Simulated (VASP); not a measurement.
# Si5C (P6/mmm) in VASP: notebook

The runs below take Si5C through single point, relaxation of cell and atoms, with PBE.

All numbers are computed with VASP 6.6.1; they aren't measurements. Logs are shortened: lines on timing, memory, paths and dates and some standing lists are left out, and cuts for length are marked.

## 1. The cell of the first run

Symmetry: P6/mmm, No. 191, hexagonal system. The conventional cell has a = 4.436 Å, b = 4.436 Å, c = 4.713 Å, α = 90.00°, β = 90.00°, γ = 120.00°. Si (site symmetry -6m2) has 5 Si at 2.36 to 2.56 Å and 3 C at 2.56 Å within 3.1 Å. Si (site symmetry -6m2) has 8 Si at 2.36 to 2.56 Å within 3.1 Å. Si (site symmetry 6/mmm) has 2 C at 2.36 Å and 6 Si at 2.56 Å within 3.1 Å. Within 3.1 Å of C (site symmetry 6/mmm) lie 8 Si at 2.36 to 2.56 Å.

The cell was generated, and may not be a known phase.

## 2. Single point, PBE

File INCAR:

```
SYSTEM = Si5C
PREC = Accurate ; ENCUT = 520
EDIFF = 1E-7 ; ISMEAR = 0
SIGMA = 0.1 ; LREAL = .False.
LASPH = .True. ; NELM = 100
ALGO = Normal ; ISIF = 2
LWAVE = .False. ; LCHARG = .True.
GGA = PE ; LELF = .True.
LVHAR = .True. ; NBANDS = 21
```

File KPOINTS:

```
Automatic mesh
0
Gamma
  12 12 8
  0 0 0
```

File POSCAR:

```
Si5C
1.0
    4.4358368107      0.0000000000      0.0000000000
   -2.2179184054      3.8415473651      0.0000000000
    0.0000000000      0.0000000000      4.7134788993
Si C
5 1
Direct
    0.3333333333      0.6666666667      0.0000000000
    0.6666666667      0.3333333333      0.0000000000
    0.3333333333      0.6666666667      0.5000000000
    0.6666666667      0.3333333333      0.5000000000
    0.0000000000      0.0000000000      0.5000000000
    0.0000000000      0.0000000000      0.0000000000
```

Potentials or basis: VASP PAW PBE potentials, release 64 (Si, C).

On the command line:

```console
$ cat potpaw_PBE.64/Si/POTCAR potpaw_PBE.64/C/POTCAR > POTCAR
$ mpirun -np 1 vasp_std > vasp.out
```

OUTCAR:

```text
SYSTEM = Si5C
   PREC = Accurate
   ENCUT = 520
   EDIFF = 1E-7
   ISMEAR = 0
   LREAL = .False.
   LASPH = .True.
   NELM = 100
   ISIF = 2
   GGA = PE

 ion  position               nearest neighbor table
   1  0.333  0.667  0.000-   3 2.36   3 2.36   2 2.56   2 2.56   6 2.56   6 2.56   6 2.56   2 2.56

   2  0.667  0.333  0.000-   4 2.36   4 2.36   1 2.56   1 2.56   6 2.56   6 2.56   6 2.56   1 2.56

   3  0.333  0.667  0.500-   1 2.36   1 2.36   4 2.56   4 2.56   5 2.56   5 2.56   5 2.56   4 2.56

   4  0.667  0.333  0.500-   2 2.36   2 2.36   3 2.56   3 2.56   5 2.56   5 2.56   5 2.56   3 2.56

   5  0.000  0.000  0.500-   6 2.36   6 2.36   3 2.56   4 2.56   4 2.56   3 2.56   4 2.56   3 2.56

   6  0.000  0.000  0.000-   5 2.36   5 2.36   1 2.56   2 2.56   2 2.56   1 2.56   2 2.56   1 2.56

  LATTYP: Found a hexagonal cell.
 ALAT       =     4.4358368107
 C/A-ratio  =     1.0625906904

  Lattice vectors:

 A1 = (   4.4358368107,   0.0000000000,   0.0000000000)
 A2 = (  -2.2179184054,   3.8415473651,   0.0000000000)
 A3 = (   0.0000000000,   0.0000000000,   4.7134788993)

Analysis of symmetry for initial positions (statically):
=====================================================================
 Subroutine PRICEL returns:
 Original cell was already a primitive cell.

 Routine SETGRP: Setting up the symmetry group for a
 hexagonal supercell.

 Subroutine GETGRP returns: Found 24 space group operations
 (whereof 24 operations were pure point group operations)
 out of a pool of 24 trial point group operations.

The static configuration has the point symmetry D_6h.

Analysis of symmetry for dynamics (positions and initial velocities):
=====================================================================
 Subroutine PRICEL returns:
 Original cell was already a primitive cell.

 Routine SETGRP: Setting up the symmetry group for a
 hexagonal supercell.

 Subroutine GETGRP returns: Found 24 space group operations
 (whereof 24 operations were pure point group operations)
 out of a pool of 24 trial point group operations.

The dynamic configuration has the point symmetry D_6h.

 Subroutine INISYM returns: Found 24 space group operations
 (whereof 24 operations are pure point group operations),
 and found     1 'primitive' translations

----------------------------------------------------------------------------------------

                                     Primitive cell

  volume of cell :      80.3199

  direct lattice vectors                    reciprocal lattice vectors
     4.435836811  0.000000000  0.000000000     0.225436607  0.130155886  0.000000000
    -2.217918405  3.841547365  0.000000000     0.000000000  0.260311772  0.000000000
     0.000000000  0.000000000  4.713478899     0.000000000  0.000000000  0.212157521

  length of vectors
     4.435836811  4.435836811  4.713478899     0.260311772  0.260311772  0.212157521

  position of ions in fractional coordinates (direct lattice)
     0.333333333  0.666666667  0.000000000
     0.666666667  0.333333333  0.000000000
     0.333333333  0.666666667  0.500000000
     0.666666667  0.333333333  0.500000000
     0.000000000  0.000000000  0.500000000
     0.000000000  0.000000000  0.000000000

  ion indices of the primitive-cell ions
   primitive index   ion index
                 1           1
                 2           2
                 3           3
                 4           4
                 5           5
                 6           6

----------------------------------------------------------------------------------------

 KPOINTS: Automatic mesh

Automatic generation of k-mesh.
 Grid dimensions read from file:
 generate k-points for:   12   12    8

 Generating k-lattice:

  Cartesian coordinates                     Fractional coordinates (reciprocal lattice)
     0.018786384  0.010846324  0.000000000     0.083333333  0.000000000  0.000000000
     0.000000000  0.021692648  0.000000000     0.000000000  0.083333333  0.000000000
     0.000000000  0.000000000  0.026519690     0.000000000  0.000000000  0.125000000

  Length of vectors
     0.021692648  0.021692648  0.026519690

  Shift w.r.t. Gamma in fractional coordinates (k-lattice)
     0.000000000  0.000000000  0.000000000

 Subroutine IBZKPT returns following result:
 ===========================================

 Found     95 irreducible k-points:

 Following reciprocal coordinates:
            Coordinates               Weight
  0.000000  0.000000  0.000000      1.000000
  0.083333  0.000000  0.000000      6.000000
  0.166667 -0.000000  0.000000      6.000000
  0.250000 -0.000000  0.000000      6.000000
  0.333333  0.000000  0.000000      6.000000
  0.416667 -0.000000  0.000000      6.000000
[... 16 lines left out ...]
  0.250000 -0.000000  0.125000     12.000000
  0.333333  0.000000  0.125000     12.000000
 [... further k-points ...]
   k-points           NKPTS =     95   k-points in BZ     NKDIM =     95   number of bands    NBANDS=     21
   number of dos      NEDOS =    301   number of ions     NIONS =      6
   total plane-waves  NPLWV =  46656
   dimension x,y,z NGX =    36 NGY =   36 NGZ =   36
   dimension x,y,z NGXF=    72 NGYF=   72 NGZF=   72
   ions per type =               5   1
   NGX,Y,Z   is equivalent  to a cutoff of  13.49, 13.49, 12.70 a.u.
   NGXF,Y,Z  is equivalent  to a cutoff of  26.98, 26.98, 25.39 a.u.
 SYSTEM =  Si5C
   PREC   = accura    normal or accurate (medium, high low for compatibility)
   ISTART =      0    job   : 0-new  1-cont  2-samecut
   ICHARG =      2    charge: 1-file 2-atom 10-const
   ISPIN  =      1    spin polarized calculation?
   LNONCOLLINEAR =      F non collinear calculations
   LSORBIT =      F    spin-orbit coupling
   LASPH  =      T    aspherical Exc in radial PAW
   ENCUT  =  520.0 eV  38.22 Ry    6.18 a.u.   8.25  8.25  8.76*2*pi/ulx,y,z
   NELM   =    100;   NELMIN=  2; NELMDL= -5     # of ELM steps
   EDIFF  = 0.1E-06   stopping-criterion for ELM
   LREAL  =      F    real-space projection
   EDIFFG = 0.1E-05   stopping-criterion for IOM
   NSW    =      0    number of steps for IOM
   IBRION =     -1    ionic relax: 0-MD 1-quasi-New 2-CG
   NFREE  =      0    steps in history (QN), initial steepest desc. (CG)
   ISIF   =      2    stress and relaxation
   ISYM   =      2    0-nonsym 1-usesym 2-fastsym
   POTIM  = 0.5000    time-step for ionic-motion
   TEBEG  =    0.0;   TEEND  =   0.0 temperature during run
   PSTRESS=    0.0 pullay stress
   NELECT =      24.0000    total number of electrons
   NUPDOWN=      -1.0000    fix difference up-down
   EMIN   =  10.00;   EMAX   =-10.00  energy-range for DOS
   EFERMI =   0.00;   METHOD = LEGACY
   ISMEAR =     0;   SIGMA  =   0.10  broadening in eV -4-tet -1-fermi 0-gaus
   EFERMI_NEDOS =   21; number of points for ismear=-14 and -15
   IALGO  =     38    algorithm
   IMIX   =      4    mixing-type and parameters
     AMIX     =   0.40;   BMIX     =  1.00
     AMIX_MAG =   1.60;   BMIX_MAG =  1.00
  volume/ion in A,a.u.               =      13.39        90.34
  Fermi-wavevector in a.u.,A,eV,Ry     =   1.094471  2.068250 16.297958  1.197866
  Thomas-Fermi vector in A             =   2.230776
   LORBIT       =      0    0 simple, 1 ext, 2 COOP (PROOUT), +10 PAW based schemes
   GGA     = PE    functional components
   LHFCALC =     F    Hartree Fock is set to
   AEXX    =    0.0000 exact exchange contribution
   IVDW    =     0    specifies the selected vdW correction
   LEPSILON=     F    determine dielectric tensor
   LRPA    =     F    only Hartree local field effects (RPA)
 non-spin polarized calculation
 Gauss-broadening in eV      SIGMA  =   0.10
  energy-cutoff  :      520.00
  volume of cell :       80.32
 maximum number of plane-waves:      2190
 NGX is ok and might be reduce to    36
   NGX = 17   NGY = 17   NGZ = 17

 number of electron      23.9999999 magnetization

 Free energy of the ion-electron system (eV)
  ---------------------------------------------------
  ext. energy  EPLUGINS =         0.00000000
  ---------------------------------------------------
  free energy    TOTEN  =       -31.27385573 eV

  energy without entropy =      -31.26250427  energy(sigma->0) =      -31.26818000

 E-fermi :   9.3690     XC(G=0): -11.2107

 val. band max:        9.3665895901   @ k =   0.3333   0.1667   0.0000
 cond. band min:       9.3737730863   @ k =   0.4167  -0.0000   0.3750
 fundamental gap:      0.0071834962
 Fermi energy:         9.3689867318

 k-point     1 :       0.0000    0.0000    0.0000
  band No.  band energies     occupation
      1      -5.1704      2.00000
      2      -0.1244      2.00000
      3       2.1367      2.00000
      4       2.6557      2.00000
      5       3.6546      2.00000
      6       4.7799      2.00000
[... 13 lines left out ...]
     20      14.6367      0.00000
     21      14.6367      0.00000

 k-point     2 :       0.0833    0.0000    0.0000
  band No.  band energies     occupation
      1      -5.1042      2.00000
      2      -0.0863      2.00000
      3       2.1982      2.00000
      4       2.3140      2.00000
      5       3.0111      2.00000
      6       4.0985      2.00000
[... 13 lines left out ...]
     20      15.0939      0.00000
     21      15.2124      0.00000

 k-point     3 :       0.1667   -0.0000    0.0000
  band No.  band energies     occupation
      1      -4.9059      2.00000
      2      -0.0131      2.00000
      3       1.4290      2.00000
      4       2.3817      2.00000
      5       2.3824      2.00000
      6       3.5251      2.00000
[... 13 lines left out ...]
     20      15.9962      0.00000
     21      16.0907      0.00000

 k-point     4 :       0.2500   -0.0000    0.0000
  band No.  band energies     occupation
      1      -4.5765      2.00000
      2      -0.2400      2.00000
      3       0.7599      2.00000
      4       2.0320      2.00000
      5       2.6877      2.00000
      6       3.0780      2.00000
[... 13 lines left out ...]
     20      15.1207      0.00000
     21      16.3302      0.00000

 k-point     5 :       0.3333    0.0000    0.0000
  band No.  band energies     occupation
      1      -4.1178      2.00000
      2      -1.0803      2.00000
      3       0.7663      2.00000
      4       1.9242      2.00000
      5       2.7581      2.00000
      6       3.1114      2.00000
[... 13 lines left out ...]
     20      15.0854      0.00000
     21      16.1550      0.00000

 k-point     6 :       0.4167   -0.0000    0.0000
  band No.  band energies     occupation
      1      -3.5341      2.00000
      2      -1.9866      2.00000
      3       0.8386      2.00000
      4       2.1391      2.00000
      5       2.5660      2.00000
      6       3.4664      2.00000
[... 13 lines left out ...]
     20      15.3277      0.00000
     21      16.4723      0.00000

 k-point     7 :       0.5000   -0.0000    0.0000
  band No.  band energies     occupation
      1      -2.9205      2.00000
      2      -2.7138      2.00000
      3       0.8513      2.00000
      4       2.4883      2.00000
      5       2.5020      2.00000
      6       2.9246      2.00000
[... 13 lines left out ...]
     20      15.9290      0.00000
     21      16.1306      0.00000
[... 291 lines left out ...]
      1      -5.0727      2.00000
      2      -0.7369      2.00000
      3       2.2714      2.00000
      4       3.3667      2.00000
      5       3.7512      2.00000
      6       4.8686      2.00000
[... 13 lines left out ...]
     20      15.0259      0.00000
     21      15.0259      0.00000

 k-point    21 :       0.0833    0.0000    0.1250
  band No.  band energies     occupation
      1      -5.0066      2.00000
      2      -0.6836      2.00000
      3       2.0597      2.00000
      4       3.0533      2.00000
      5       3.3288      2.00000
      6       4.1869      2.00000
[... 13 lines left out ...]
     20      15.4994      0.00000
     21      15.5142      0.00000

 k-point    22 :       0.1667   -0.0000    0.1250
  band No.  band energies     occupation
      1      -4.8085      2.00000
      2      -0.5371      2.00000
      3       1.3176      2.00000
      4       2.3339      2.00000
      5       3.3778      2.00000
      6       3.6139      2.00000
[... 13 lines left out ...]
     20      15.4838      0.00000
     21      16.3149      0.00000

 k-point    23 :       0.2500   -0.0000    0.1250
  band No.  band energies     occupation
      1      -4.4794      2.00000
      2      -0.4254      2.00000
      3       0.4255      2.00000
      4       1.9238      2.00000
      5       3.1670      2.00000
      6       3.5986      2.00000
[... 13 lines left out ...]
     20      15.2491      0.00000
     21      16.2781      0.00000

 k-point    24 :       0.3333    0.0000    0.1250
  band No.  band energies     occupation
      1      -4.0212      2.00000
      2      -1.0108      2.00000
      3       0.3309      2.00000
      4       1.6873      2.00000
      5       2.8472      2.00000
      6       3.5020      2.00000
[... 13 lines left out ...]
     20      15.0894      0.00000
     21      16.0863      0.00000

 [... further k-points ...]

------------------------ aborting loop because EDIFF is reached ----------------------------------------

  FORCE on cell =-STRESS in cart. coord.  units (eV):
  Direction    XX          YY          ZZ          XY          YZ          ZX
  --------------------------------------------------------------------------------------
  -------------------------------------------------------------------------------------
  Total       -0.0239062     -0.0239062     -0.0377672      0.0000000      0.0000000      0.0000000
  in kB       -0.4768667     -0.4768667     -0.7533589      0.0000000      0.0000000      0.0000000
  external PRESSURE =      -0.5690308 kB  Pullay stress =       0.0000000 kB

 VOLUME and BASIS-vectors are now :
 -----------------------------------------------------------------------------
  energy-cutoff  :      520.00
  volume of cell :       80.32
      direct lattice vectors                 reciprocal lattice vectors
     4.435836811  0.000000000  0.000000000     0.225436607  0.130155886  0.000000000
    -2.217918405  3.841547365  0.000000000     0.000000000  0.260311772  0.000000000
     0.000000000  0.000000000  4.713478899     0.000000000  0.000000000  0.212157521

 POSITION                                       TOTAL-FORCE (eV/Angst)
 -----------------------------------------------------------------------------------
     -0.00000      2.56103      0.00000        -0.000000     -0.000000     -0.000000
      2.21792      1.28052      0.00000        -0.000000     -0.000000     -0.000000
     -0.00000      2.56103      2.35674         0.000000      0.000000      0.000000
      2.21792      1.28052      2.35674         0.000000     -0.000000     -0.000000
      0.00000      0.00000      2.35674        -0.000000     -0.000000     -0.000000
      0.00000      0.00000      0.00000        -0.000000     -0.000000     -0.000000
 -----------------------------------------------------------------------------------
    total drift:                               -0.000000     -0.000000     -0.000000

  FREE ENERGIE OF THE ION-ELECTRON SYSTEM (eV)
  ---------------------------------------------------
  free  energy   TOTEN  =       -31.2738557282 eV

  energy  without entropy=      -31.2625042667  energy(sigma->0) =      -31.26818000
```

It took 1.9 min on 1 thread of Intel Xeon Platinum 8259CL at 2.50GHz (Skylake/Cascade Lake), shared host; peak memory 0.27 GiB.

Results:

```yaml
Free_energy: -31.2739 eV
Pressure: -0.1 GPa
Band_gap_on_the_k_mesh: zero (bands 12 and 13 overlap by 4.29 eV)
```

Levels at points of the mesh, in eV from the Fermi level:
```tsv
k point	band 9	band 10	band 11	band 12	band 13	band 14	band 15	band 16
(0.00, 0.00, 0.00)	-4.56	-1.48	-1.07	-0.89	-0.89	-0.10	-0.04	-0.04
(0.50, 0.00, 0.00)	-2.67	-2.27	-2.01	0.47	1.39	1.49	2.12	2.73
(0.00, 0.00, 0.50)	-3.26	-3.26	-3.17	-3.17	-2.68	-2.68	-0.99	-0.09
(0.50, 0.00, 0.50)	-0.30	-0.03	0.63	1.60	2.05	2.16	3.39	3.47
```

## 3. Relaxation of cell and atoms, PBE

This run uses another cell than the first one, of 13.33 Å³/atom.

File INCAR:

```
SYSTEM = Si5C
PREC = Accurate ; ENCUT = 600
EDIFF = 1E-7 ; ISMEAR = 0
SIGMA = 0.1 ; LREAL = .FALSE.
LASPH = .TRUE. ; NELM = 100
ALGO = Normal ; ISIF = 3
LWAVE = .FALSE. ; LCHARG = .FALSE.
GGA = PE ; IBRION = 2
NSW = 100 ; EDIFFG = -0.01
```

File KPOINTS:

```
regular mesh
0
G
  12 12 8
  0 0 0
```

Changes to POSCAR since step 2:

```diff
@@ -2,5 +2,5 @@
 1.0
-    4.4358368107      0.0000000000      0.0000000000
-   -2.2179184054      3.8415473651      0.0000000000
-    0.0000000000      0.0000000000      4.7134788993
+    4.4085315095      0.0000000000      0.0000000000
+   -2.2042657548      3.8179002806      0.0000000000
+    0.0000000000      0.0000000000      4.7508573109
 Si C
```

Potentials or basis: VASP PAW PBE potentials, release 64 (Si, C).

On the command line:

```console
$ cat potpaw_PBE.64/Si/POTCAR potpaw_PBE.64/C/POTCAR > POTCAR
$ mpirun -np 1 vasp_std > vasp.out
```

Wall time 3 min (1 thread of Intel Xeon Platinum 8259CL at 2.50GHz (Skylake/Cascade Lake), shared host); peak memory 0.29 GiB.

Results (log left out):

* Free energy: -31.2743 eV
* Relaxed volume: 13.37 Å³/atom
* Relaxed cell: a = 4.434 Å, b = 4.434 Å, c = 4.714 Å, α = 90.00°, β = 90.00°, γ = 120.00°
* Space group after relaxing (to 0.1 Å): P6/mmm (No. 191)
* Energy gained by relaxing: 1.4 meV/atom
* Ionic steps: 2
* Pressure after relaxing: 0.0 GPa

Stress tensor (GPa, compression positive):
```
 0.08  0.00  0.00
 0.00  0.08  0.00
 0.00  0.00 -0.05
```

Step by step:
| step | energy change (eV) | largest force (eV/Å) | pressure (GPa) | volume (Å³) |
| --- | --- | --- | --- | --- |
| 1 | 0.0000 | 0.0000 | 0.30 | 79.96 |
| 2 | -0.0084 | 0.0000 | 0.04 | 80.24 |

Final structure:
```
Si C
1.0
     4.43373    0.00000    0.00000
    -2.21686    3.83972    0.00000
     0.00000    0.00000    4.71356
Si C
5 1
Cartesian
  0.0000 2.5598 4.7136
  2.2169 1.2799 4.7136
  0.0000 2.5598 2.3568
  2.2169 1.2799 2.3568
  4.4337 0.0000 2.3568
  4.4337 0.0000 4.7136
```

Levels at points of the mesh, in eV from the Fermi level:
```tsv
k point	band 8	band 9	band 10	band 11	band 12	band 13	band 14	band 15	band 16
(0.00, 0.00, 0.00)	-4.56	-4.56	-1.47	-1.07	-0.89	-0.89	-0.10	-0.04	-0.04
(0.50, 0.00, 0.00)	-4.97	-2.68	-2.26	-2.01	0.47	1.39	1.49	2.11	2.73
(0.00, 0.00, 0.50)	-3.50	-3.26	-3.26	-3.18	-3.18	-2.68	-2.68	-1.00	-0.10
(0.50, 0.00, 0.50)	-5.17	-0.30	-0.03	0.63	1.61	2.05	2.16	3.39	3.47
```

Caveat: the highest band is partly filled, so the run has too few bands.
